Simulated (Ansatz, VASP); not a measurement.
**Two plane-wave programs on ScSiTe3**

File INCAR:

```
SYSTEM = ScSiTe3
PREC     = Accurate       ! precision mode
ENCUT    = 600            ! plane-wave cutoff, eV
EDIFF    = 1E-7           ! SCF threshold, eV
ISMEAR   = 0              ! smearing method
SIGMA    = 0.1            ! smearing width, eV
LREAL    = .FALSE.        ! projectors in reciprocal space
LASPH    = .TRUE.         ! aspherical terms in the spheres
NELM     = 80             ! most SCF steps
ALGO     = Normal         ! electronic algorithm
ISIF     = 3              ! what is computed and relaxed
LWAVE    = .FALSE.        ! write WAVECAR
LCHARG   = .FALSE.        ! write CHGCAR
GGA      = PE             ! functional
IBRION   = 2              ! ionic algorithm
NSW      = 90             ! ionic steps
EDIFFG   = -0.04          ! ionic threshold
```

File KPOINTS:

```
regular mesh
0
G
  4 4 4
  0 0 0
```

File POSCAR:

```
ScSiTe3
1.0
    4.6929262700      0.0000000000      0.0000000000
    0.0000000000      4.6929262700      0.0000000000
    0.0000000000      0.0000000000      6.1785786800
Sc Si Te
1 1 3
Direct
    0.5000000000      0.5000000000      0.6952151100
    0.0000000000      0.0000000000      0.9733234000
    0.5000000000      0.0000000000      0.1952777100
    0.0000000000      0.5000000000      0.1952777100
    0.0000000000      0.0000000000      0.5491080900
```

Input for Ansatz:

```yaml
crystal:
  lattice:
    - [4.69292627, 0.0, 0.0]
    - [0.0, 4.69292627, 0.0]
    - [0.0, 0.0, 6.17857868]
  atoms:
    - { symbol: Sc, position: [0.5, 0.5, 0.69521511] }
    - { symbol: Si, position: [0.0, 0.0, 0.9733234] }
    - { symbol: Te, position: [0.5, 0.0, 0.19527771] }
    - { symbol: Te, position: [0.0, 0.5, 0.19527771] }
    - { symbol: Te, position: [0.0, 0.0, 0.54910809] }
basis:
  ecutwfc: 420
kpoints:
  mp_grid: { grid: [4, 4, 4] }
hamiltonian:
  xc: pbe
scf:
  occupations: { method: gaussian, width: 0.1 }
  lower_state_search: "off"
output:
  forces: true
  stress: true
  eigenvalues: true
relax:
  adjacent_minimum: "off"
  f_tol: 0.04
  max_steps: 70
  cell: { stress_tol: 0.4 }
```

Change from the starting cell: species swapped into the LaSiPt3 type (P4mm, No. 99).

Alike in both runs: task relaxation of cell and atoms; functional PBE; k mesh 4 × 4 × 4; occupations gaussian, width 0.1 eV; no spin polarisation.

```csv
,VASP,Ansatz
version,VASP 6.6.1,Ansatz 0.2.0
potentials or method,"VASP PAW PBE potentials, release 64 (Sc_sv, Si, Te), cutoff 600 eV","scalar-relativistic, plane waves, PAW"
valence electrons in the cell,33,63
```

Ansatz gave:

- gap on the k mesh at the Fermi level, each at its own relaxed structure (eV): none
- relaxed volume (Å³/atom): 35.38
- relaxed cell length with the largest relative difference (Å): 6.839

Question: Estimate VASP's values.

Answer: gap on the k mesh at the Fermi level, each at its own relaxed structure (eV): none; relaxed volume (Å³/atom): 32.73; relaxed cell length with the largest relative difference (Å): 6.448.

A gap of «none» marks a metal or a gap that the smearing closes. One of these differences is far larger than is usual between the two programs; its cause wasn't traced. VASP's potentials hold 33 valence electrons a cell and Ansatz's 63, so a difference there can come from the potentials and not from the codes.

Spin-orbit coupling is off throughout. Noted on VASP's run: the volume moved by over 15 % at a fixed basis, so the end points are rough.
